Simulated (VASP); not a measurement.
**ZnS: single point with r2SCAN**

The system is ZnS, a slab with vacuum.

```xyz
8
Lattice="-3.8087 0.0000 0.0000 -1.9044 -3.2985 0.0000 0.0000 0.0000 18.4665" Properties=species:S:1:pos:R:3 pbc="T T T"
Zn   -5.7131   -3.2985    8.1813
Zn    0.0000    0.0000    1.9481
Zn   -1.9044   -1.0995   11.2974
Zn   -3.8087   -2.1990    5.0641
S    -1.9044   -3.2985   10.5140
S     0.0000    0.0000    4.2808
S    -1.9044   -1.0995    1.1685
S    -3.8087   -2.1990    7.4017
```

This cell differs from its parent crystal: the distance across one plane changed.

| Quantity | Value |
| --- | --- |
| Program | VASP 6.6.1 |
| Task | single point |
| Functional | r2SCAN |
| Potentials or basis | VASP PAW PBE potentials, release 64 (Zn, S) |
| Cutoff | 520 eV |
| k mesh | 7 × 7 × 2 |
| Occupations | gaussian, width 0.05 eV |
| Spin | no spin polarisation |
| Dipole correction | no |
| Further INCAR settings | ALGO = Normal; EDIFF = 1e-07; NBANDS = 46 |

```json
{
  "Largest force": "1.112 eV/Å",
  "Band gap on the k mesh": "zero (bands 36 and 37 overlap by 0.25 eV)"
}
```

Forces in eV/Å, atoms in the order of the input:
```
Zn   0.000  0.000 -0.825
Zn   0.000  0.000 -0.568
Zn   0.000  0.000 -0.632
Zn   0.000  0.000 -0.774
S    0.000  0.000  1.112
S    0.000  0.000  0.851
S    0.000  0.000  0.089
S    0.000  0.000  0.746
```

Levels at points of the mesh, in eV from the Fermi level:
| k point | band 33 | band 34 | band 35 | band 36 | band 37 | band 38 | band 39 | band 40 |
| --- | --- | --- | --- | --- | --- | --- | --- | --- |
| (0.00, 0.00, 0.00) | -0.93 | -0.80 | -0.19 | 0.28 | 0.28 | 1.72 | 2.23 | 3.11 |
| (0.00, 0.00, 0.50) | -0.93 | -0.81 | -0.18 | 0.28 | 0.28 | 1.73 | 2.21 | 3.10 |

It took 16 min on 1 thread of AMD EPYC 7R13 Processor (Zen 3), with other jobs on the host, peak memory 0.41 GiB.

Caveat: the cell differs from its parent crystal (the distance across one plane changed); the PAW data sets were made with another functional, which shifts forces and pressure a little.
